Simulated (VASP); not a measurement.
# AlFe (Pm-3m) in VASP: single point with PBE

Aim: the single point of AlFe with PBE.

All numbers are computed with VASP 6.6.1; they aren't measurements. Logs are shortened: lines on timing, memory, paths and dates and some standing lists are left out, and cuts for length are marked.

**1. The cell of the first run**

It takes space group Pm-3m (No. 221, cubic). Conventional cell: a = 2.875 Å, b = 2.875 Å, c = 2.875 Å, α = 90.00°, β = 90.00°, γ = 90.00°. Al (site symmetry m-3m) has 8 Fe at 2.49 Å and 6 Al at 2.87 Å within 3.3 Å. Within 3.3 Å of Fe (site symmetry m-3m) lie 8 Al at 2.49 Å and 6 Fe at 2.87 Å.

**2. Single point, PBE, collinear spin, ferromagnetic start**

INCAR reads:

```
SYSTEM = AlFe
PREC = Accurate
ENCUT = 520
EDIFF = 1E-6
ISMEAR = 0
SIGMA = 0.1
LREAL = .FALSE.
LASPH = .TRUE.
NELM = 150
ALGO = Normal
ISIF = 2
LWAVE = .FALSE.
LCHARG = .TRUE.
ISPIN = 2
MAGMOM = 0 0.83
LORBIT = 11
LMAXMIX = 4
GGA = PE
LELF = .TRUE.
LVHAR = .TRUE.
NBANDS = 16
```

KPOINTS reads:

```
regular mesh
0
G
  20 20 20
  0 0 0
```

POSCAR reads:

```
AlFe
1.0
    2.8745353662      0.0000000000      0.0000000000
    0.0000000000      2.8745353662      0.0000000000
    0.0000000000      0.0000000000      2.8745353662
Al Fe
1 1
Direct
    0.0000000000      0.0000000000      0.0000000000
    0.5000000000      0.5000000000      0.5000000000
```

Potentials or basis: VASP PAW PBE potentials, release 64 (Al, Fe).

The run is started by

```console
> cat potpaw_PBE.64/Al/POTCAR potpaw_PBE.64/Fe/POTCAR > POTCAR
> mpirun -np 1 vasp_std > vasp.out
```

OUTCAR:

```text
SYSTEM = AlFe
   PREC = Accurate
   ENCUT = 520
   EDIFF = 1E-6
   ISMEAR = 0
   LREAL = .FALSE.
   LASPH = .TRUE.
   NELM = 150
   ISIF = 2
   ISPIN = 2
   LORBIT = 11
   GGA = PE

 ion  position               nearest neighbor table
   1  0.000  0.000  0.000-   2 2.49   2 2.49   2 2.49   2 2.49   2 2.49   2 2.49   2 2.49   2 2.49

   2  0.500  0.500  0.500-   1 2.49   1 2.49   1 2.49   1 2.49   1 2.49   1 2.49   1 2.49   1 2.49

  LATTYP: Found a simple cubic cell.
 ALAT       =     2.8745353662

  Lattice vectors:

 A1 = (   2.8745353662,   0.0000000000,   0.0000000000)
 A2 = (   0.0000000000,   2.8745353662,   0.0000000000)
 A3 = (   0.0000000000,   0.0000000000,   2.8745353662)

Analysis of symmetry for initial positions (statically):
=====================================================================
 Subroutine PRICEL returns:
 Original cell was already a primitive cell.

 Routine SETGRP: Setting up the symmetry group for a
 simple cubic supercell.

 Subroutine GETGRP returns: Found 48 space group operations
 (whereof 48 operations were pure point group operations)
 out of a pool of 48 trial point group operations.

The static configuration has the point symmetry O_h .

Analysis of symmetry for dynamics (positions and initial velocities):
=====================================================================
 Subroutine PRICEL returns:
 Original cell was already a primitive cell.

 Routine SETGRP: Setting up the symmetry group for a
 simple cubic supercell.

 Subroutine GETGRP returns: Found 48 space group operations
 (whereof 48 operations were pure point group operations)
 out of a pool of 48 trial point group operations.

The dynamic configuration has the point symmetry O_h .

Analysis of structural, dynamic, and magnetic symmetry:
=====================================================================
 Subroutine PRICEL returns:
 Original cell was already a primitive cell.

 Routine SETGRP: Setting up the symmetry group for a
 simple cubic supercell.

 Subroutine GETGRP returns: Found 48 space group operations
 (whereof 48 operations were pure point group operations)
 out of a pool of 48 trial point group operations.

The overall configuration has the point symmetry O_h .

 Subroutine INISYM returns: Found 48 space group operations
 (whereof 48 operations are pure point group operations),
 and found     1 'primitive' translations

----------------------------------------------------------------------------------------

                                     Primitive cell

  volume of cell :      23.7522

  direct lattice vectors                    reciprocal lattice vectors
     2.874535366  0.000000000  0.000000000     0.347882309  0.000000000  0.000000000
     0.000000000  2.874535366  0.000000000     0.000000000  0.347882309  0.000000000
     0.000000000  0.000000000  2.874535366     0.000000000  0.000000000  0.347882309

  length of vectors
     2.874535366  2.874535366  2.874535366     0.347882309  0.347882309  0.347882309

  position of ions in fractional coordinates (direct lattice)
     0.000000000  0.000000000  0.000000000
     0.500000000  0.500000000  0.500000000

  ion indices of the primitive-cell ions
   primitive index   ion index
                 1           1
                 2           2

----------------------------------------------------------------------------------------

 KPOINTS: regular mesh

Automatic generation of k-mesh.
 Grid dimensions read from file:
 generate k-points for:   20   20   20

 Generating k-lattice:

  Cartesian coordinates                     Fractional coordinates (reciprocal lattice)
     0.017394115  0.000000000  0.000000000     0.050000000  0.000000000  0.000000000
     0.000000000  0.017394115  0.000000000     0.000000000  0.050000000  0.000000000
     0.000000000  0.000000000  0.017394115     0.000000000  0.000000000  0.050000000

  Length of vectors
     0.017394115  0.017394115  0.017394115

  Shift w.r.t. Gamma in fractional coordinates (k-lattice)
     0.000000000  0.000000000  0.000000000

 Subroutine IBZKPT returns following result:
 ===========================================

 Found    286 irreducible k-points:

 Following reciprocal coordinates:
            Coordinates               Weight
  0.000000  0.000000  0.000000      1.000000
  0.050000  0.000000  0.000000      6.000000
  0.100000  0.000000  0.000000      6.000000
  0.150000  0.000000  0.000000      6.000000
  0.200000  0.000000  0.000000      6.000000
  0.250000  0.000000  0.000000      6.000000
[... 16 lines left out ...]
  0.150000  0.100000  0.000000     24.000000
  0.200000  0.100000  0.000000     24.000000
 [... further k-points ...]
   k-points           NKPTS =    286   k-points in BZ     NKDIM =    286   number of bands    NBANDS=     16
   number of dos      NEDOS =    301   number of ions     NIONS =      2
   total plane-waves  NPLWV =  13824
   dimension x,y,z NGX =    24 NGY =   24 NGZ =   24
   dimension x,y,z NGXF=    48 NGYF=   48 NGZF=   48
   ions per type =               1   1
   NGX,Y,Z   is equivalent  to a cutoff of  13.88, 13.88, 13.88 a.u.
   NGXF,Y,Z  is equivalent  to a cutoff of  27.76, 27.76, 27.76 a.u.
 SYSTEM =  AlFe
   PREC   = accura    normal or accurate (medium, high low for compatibility)
   ISTART =      0    job   : 0-new  1-cont  2-samecut
   ICHARG =      2    charge: 1-file 2-atom 10-const
   ISPIN  =      2    spin polarized calculation?
   LNONCOLLINEAR =      F non collinear calculations
   LSORBIT =      F    spin-orbit coupling
   LASPH  =      T    aspherical Exc in radial PAW
   ENCUT  =  520.0 eV  38.22 Ry    6.18 a.u.   5.34  5.34  5.34*2*pi/ulx,y,z
   NELM   =    150;   NELMIN=  2; NELMDL= -5     # of ELM steps
   EDIFF  = 0.1E-05   stopping-criterion for ELM
   LREAL  =      F    real-space projection
   EDIFFG = 0.1E-04   stopping-criterion for IOM
   NSW    =      0    number of steps for IOM
   IBRION =     -1    ionic relax: 0-MD 1-quasi-New 2-CG
   NFREE  =      0    steps in history (QN), initial steepest desc. (CG)
   ISIF   =      2    stress and relaxation
   ISYM   =      2    0-nonsym 1-usesym 2-fastsym
   POTIM  = 0.5000    time-step for ionic-motion
   TEBEG  =    0.0;   TEEND  =   0.0 temperature during run
   PSTRESS=    0.0 pullay stress
   NELECT =      11.0000    total number of electrons
   NUPDOWN=      -1.0000    fix difference up-down
   EMIN   =  10.00;   EMAX   =-10.00  energy-range for DOS
   EFERMI =   0.00;   METHOD = LEGACY
   ISMEAR =     0;   SIGMA  =   0.10  broadening in eV -4-tet -1-fermi 0-gaus
   EFERMI_NEDOS =   21; number of points for ismear=-14 and -15
   IALGO  =     38    algorithm
   IMIX   =      4    mixing-type and parameters
     AMIX     =   0.40;   BMIX     =  1.00
     AMIX_MAG =   1.60;   BMIX_MAG =  1.00
  volume/ion in A,a.u.               =      11.88        80.14
  Fermi-wavevector in a.u.,A,eV,Ry     =   1.266596  2.393519 21.827352  1.604265
  Thomas-Fermi vector in A             =   2.399788
   LORBIT       =     11    0 simple, 1 ext, 2 COOP (PROOUT), +10 PAW based schemes
   GGA     = PE    functional components
   LHFCALC =     F    Hartree Fock is set to
   AEXX    =    0.0000 exact exchange contribution
   IVDW    =     0    specifies the selected vdW correction
   LEPSILON=     F    determine dielectric tensor
   LRPA    =     F    only Hartree local field effects (RPA)
 spin polarized calculation
 Gauss-broadening in eV      SIGMA  =   0.10
  energy-cutoff  :      520.00
  volume of cell :       23.75
 maximum number of plane-waves:       659
 NGX is ok and might be reduce to    24
   NGX = 11   NGY = 11   NGZ = 11

 number of electron      10.9999994 magnetization       0.6967094

 Free energy of the ion-electron system (eV)
  ---------------------------------------------------
  ext. energy  EPLUGINS =         0.00000000
  ---------------------------------------------------
  free energy    TOTEN  =       -12.65411286 eV

  energy without entropy =      -12.64306930  energy(sigma->0) =      -12.64859108

 E-fermi :   8.0214     XC(G=0): -12.1452

 val. band max:        8.0212340280   @ k =   0.2500   0.1500   0.1500
 cond. band min:       8.0233206167   @ k =   0.2500   0.2000   0.1000
 fundamental gap:      0.0020865887
 Fermi energy:         8.0214051625

 spin component 1

 k-point     1 :       0.0000    0.0000    0.0000
  band No.  band energies     occupation
      1      -2.3928      1.00000
      2       5.5082      1.00000
      3       5.5082      1.00000
      4       7.6312      1.00000
      5       7.6312      1.00000
      6       7.6312      1.00000
[... 8 lines left out ...]
     15      29.7992      0.00000
     16      31.6668      0.00000
[... 419 lines left out ...]
 k-point    24 :       0.2000    0.1000    0.0000
  band No.  band energies     occupation
      1      -1.4687      1.00000
      2       5.3868      1.00000
      3       5.7078      1.00000
      4       7.1298      1.00000
      5       7.2742      1.00000
      6       7.5765      1.00000
[... 8 lines left out ...]
     15      28.3354      0.00000
     16      28.4086      0.00000

 [... further k-points ...]

 spin component 2

 k-point     1 :       0.0000    0.0000    0.0000
  band No.  band energies     occupation
      1      -2.3874      1.00000
      2       5.8768      1.00000
      3       5.8768      1.00000
      4       8.4626      0.00000
      5       8.4626      0.00000
      6       8.4626      0.00000
[... 8 lines left out ...]
     15      29.8420      0.00000
     16      31.6461      0.00000
[... 419 lines left out ...]
 k-point    24 :       0.2000    0.1000    0.0000
  band No.  band energies     occupation
      1      -1.4638      1.00000
      2       5.6763      1.00000
      3       6.0863      1.00000
      4       7.8735      0.98178
      5       8.0541      0.32201
      6       8.4003      0.00000
[... 8 lines left out ...]
     15      28.3675      0.00000
     16      28.4489      0.00000

 [... further k-points ...]
[... 5 lines left out ...]
  --------------------------------------------------------------------------------------
  -------------------------------------------------------------------------------------
  Total        0.0036029      0.0036029      0.0036029      0.0000000     -0.0000000      0.0000000
  in kB        0.2430318      0.2430318      0.2430318      0.0000000     -0.0000000      0.0000000
  external PRESSURE =       0.2430318 kB  Pullay stress =       0.0000000 kB

 VOLUME and BASIS-vectors are now :
 -----------------------------------------------------------------------------
  energy-cutoff  :      520.00
  volume of cell :       23.75
      direct lattice vectors                 reciprocal lattice vectors
     2.874535366  0.000000000  0.000000000     0.347882309  0.000000000  0.000000000
     0.000000000  2.874535366  0.000000000     0.000000000  0.347882309  0.000000000
     0.000000000  0.000000000  2.874535366     0.000000000  0.000000000  0.347882309

 POSITION                                       TOTAL-FORCE (eV/Angst)
 -----------------------------------------------------------------------------------
      0.00000      0.00000      0.00000         0.000000      0.000000      0.000000
      1.43727      1.43727      1.43727         0.000000      0.000000      0.000000
 -----------------------------------------------------------------------------------
    total drift:                                0.000000     -0.000000     -0.000000

  FREE ENERGIE OF THE ION-ELECTRON SYSTEM (eV)
  ---------------------------------------------------
  free  energy   TOTEN  =       -12.6541128632 eV

  energy  without entropy=      -12.6430693044  energy(sigma->0) =      -12.64859108

 total charge

# of ion       s       p       d       tot
------------------------------------------
    1        0.400   0.436   0.000   0.836
    2        0.431   0.502   6.483   7.416
--------------------------------------------------
tot          0.831   0.938   6.483   8.252

 magnetization (x)

# of ion       s       p       d       tot
------------------------------------------
    1       -0.008  -0.016   0.000  -0.024
    2       -0.000   0.008   0.730   0.738
--------------------------------------------------
tot         -0.008  -0.008   0.730   0.714
```

Wall time 1.8 min (1 thread of Intel Xeon Platinum 8488C (Sapphire Rapids), shared host); peak memory 0.28 GiB.

What came out:

- Free energy: -12.6541 eV
- Pressure: 0.0 GPa
- Net moment: 0.70 μB per cell
- Site moments: Al -0.02; Fe +0.74 μB
- Valence electrons inside the program's atomic spheres: Al 0.84; Fe 7.42

Levels at points of the mesh, in eV from the Fermi level:
Spin up:
```csv
k point,band 2,band 3,band 4,band 5,band 6,band 7,band 8,band 9,band 10,band 11
"(0.00, 0.00, 0.00)",-2.51,-2.51,-0.39,-0.39,-0.39,6.35,6.35,6.35,9.31,9.31
"(0.50, 0.00, 0.00)",-6.03,-1.89,-1.33,-1.33,-0.27,0.89,8.72,11.05,11.05,11.95
"(0.50, 0.50, 0.00)",-2.54,-2.12,-2.12,-1.10,-1.10,0.44,3.23,4.02,12.84,16.08
"(0.50, 0.50, 0.50)",-3.62,-3.62,0.48,0.48,2.96,2.96,2.96,4.27,5.91,5.91
```
Spin down:
| k point | band 1 | band 2 | band 3 | band 4 | band 5 | band 6 | band 7 | band 8 | band 9 | band 10 |
| --- | --- | --- | --- | --- | --- | --- | --- | --- | --- | --- |
| (0.00, 0.00, 0.00) | -10.41 | -2.14 | -2.14 | 0.44 | 0.44 | 0.44 | 6.38 | 6.38 | 6.38 | 9.38 |
| (0.50, 0.00, 0.00) | -6.25 | -5.95 | -1.46 | -0.61 | -0.61 | 0.58 | 1.39 | 8.61 | 11.13 | 11.13 |
| (0.50, 0.50, 0.00) | -4.69 | -2.23 | -2.13 | -2.13 | -0.34 | -0.34 | 0.99 | 3.58 | 4.56 | 12.77 |
| (0.50, 0.50, 0.50) | -3.22 | -3.22 | -3.22 | 1.03 | 1.03 | 3.03 | 3.03 | 3.03 | 4.20 | 6.31 |
